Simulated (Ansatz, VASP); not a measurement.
**Re in VASP and in Ansatz**

```
CELL_PARAMETERS angstrom
2.72747 0.00000 0.00000
-1.36373 2.36206 0.00000
0.00000 0.00000 4.40641
ATOMIC_POSITIONS crystal
Re 0.33333 0.66667 0.21878
Re 0.66667 0.33333 0.78122
```

Change from the starting cell: mode 4 frozen in at -0.139 Å, equal normal strain along x, y and z -0.0083.

Alike in both runs: task single point; functional PBEsol; k mesh 18 × 18 × 10; occupations gaussian, width 0.15 eV; no spin polarisation.

```csv
,VASP,Ansatz
version,VASP 6.6.1,Ansatz 0.2.0
potentials or method,"VASP PAW PBE potentials, release 64 (Re), cutoff 520 eV","scalar-relativistic, plane waves, PAW"
valence electrons in the cell,14,30
```

```csv
,VASP,Ansatz,Ansatz less VASP
gap on the k mesh at the Fermi level (eV),none,none,-
pressure (GPa),25.6,25.2,-0.40
"traceless stress, the component that is largest in VASP (GPa)",7.77,8.20,+0.428
rms of the force components (eV/Å),2.345,2.389,+0.0440
```

VASP's potentials were made for PBE, not for PBEsol. Atom by atom the forces differ by 0.044 eV/Å (rms over components). A gap of «none» marks a metal or a gap that the smearing closes. VASP's potentials hold 14 valence electrons a cell and Ansatz's 30, so a difference there can come from the potentials and not from the codes.

Neither program's run includes spin-orbit coupling.
